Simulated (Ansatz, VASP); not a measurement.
One calculation of NiMoIrPdW, two programs

INCAR

```
SYSTEM = NiMoIrPdW
ALGO = Normal
EDIFF = 1E-7
ENCUT = 520
GGA = RE
ISIF = 2
ISMEAR = -1
ISPIN = 2
LASPH = .True.
LCHARG = .True.
LELF = .True.
LMAXMIX = 4
LORBIT = 11
LREAL = .False.
LVHAR = .True.
LWAVE = .False.
MAGMOM = 1 1 0 0.6 0
NBANDS = 40
NELM = 150
PREC = Accurate
SIGMA = 0.05
```

The input KPOINTS:

```
k-points
0
Gamma
  8 8 5
  0 0 0
```

POSCAR

```
NiMoIrPdW
1.0
    4.1170500000      0.0000000000      0.0000000000
   -2.0585300000      3.5654700000      0.0000000000
    0.0000000000      0.0000000000      5.4458000000
Ni Mo Pd Ir W
1 1 1 1 1
Direct
    0.0000000000      0.0000000000      0.9577500000
    0.6666700000      0.3333300000      0.9616100000
    0.6666700000      0.3333300000      0.4629500000
    0.3333300000      0.6666700000      0.7257200000
    0.3333300000      0.6666700000      0.2364200000
```

File input.yaml:

```yaml
crystal:
  lattice:
    - [4.11705, 0.0, 0.0]
    - [-2.05853, 3.56547, 0.0]
    - [0.0, 0.0, 5.4458]
  atoms:
    - { symbol: Ni, position: [0.0, 0.0, 0.95775], spin: 1.0 }
    - { symbol: Mo, position: [0.66667, 0.33333, 0.96161], spin: 1.0 }
    - { symbol: Pd, position: [0.66667, 0.33333, 0.46295] }
    - { symbol: Ir, position: [0.33333, 0.66667, 0.72572], spin: 0.6 }
    - { symbol: W, position: [0.33333, 0.66667, 0.23642] }
hamiltonian:
  xc: revpbe
  pseudopotentials: { kind: paw }
magnetization:
  spin_polarized: true
kpoints:
  mp_grid: { grid: [8, 8, 5] }
  band_path:
    path:
      - [[0.0, 0.0, 0.0], [0.5, 0.0, 0.0], [0.3333333333, 0.3333333333, 0.0], [0.0, 0.0, 0.0], [0.0, 0.0, 0.5], [0.5, 0.0, 0.5], [0.3333333333, 0.3333333333, 0.5], [0.0, 0.0, 0.5]]
      - [[0.5, 0.0, 0.5], [0.5, 0.0, 0.0]]
      - [[0.3333333333, 0.3333333333, 0.0], [0.3333333333, 0.3333333333, 0.5]]
    npoints: 14
scf:
  occupations: { method: fermi_dirac, width: 0.05 }
  n_extra_bands: 12
output:
  forces: true
  stress: true
  eigenvalues: true
  fatbands: false
  write_density: true
  write_potential: true
  elf: true
  volumetric_format: npy
```

Alike in both runs: functional revPBE; k mesh 8 × 8 × 5; occupations fermi-dirac, width 0.05 eV; collinear spin.

|  | VASP | Ansatz |
| --- | --- | --- |
| version | VASP 6.6.1 | Ansatz 0.2.0 |
| potentials or method | VASP PAW PBE potentials, release 64 (Ni, Mo_sv, Pd, Ir, W_sv) | Ansatz PAW |
| plane-wave cutoff (eV) | 520 | 420 |
| valence electrons in the cell | 57 | 81 |
| task | single point | band structure |

|  | VASP | Ansatz | Ansatz less VASP |
| --- | --- | --- | --- |
| gap on the k mesh at the Fermi level (eV) | none | none | - |
| pressure (GPa) | 2.8 | 2.6 | -0.20 |
| traceless stress, the component that is largest in VASP (GPa) | -0.05 | -0.07 | -0.017 |
| rms of the force components (eV/Å) | 0.020 | 0.022 | +0.0012 |
| net moment per atom (μB) | 0.00 | 0.00 | 0.000 |

VASP's potentials were made for PBE, not for revPBE. Atom by atom the forces differ by 0.005 eV/Å (rms over components). A gap of «none» marks a metal or a gap that the smearing closes. The functional is the same, so the differences come from potentials, cutoffs and numerics. VASP's potentials hold 57 valence electrons a cell and Ansatz's 81, so a difference there can come from the potentials and not from the codes.

Neither program's run includes spin-orbit coupling.
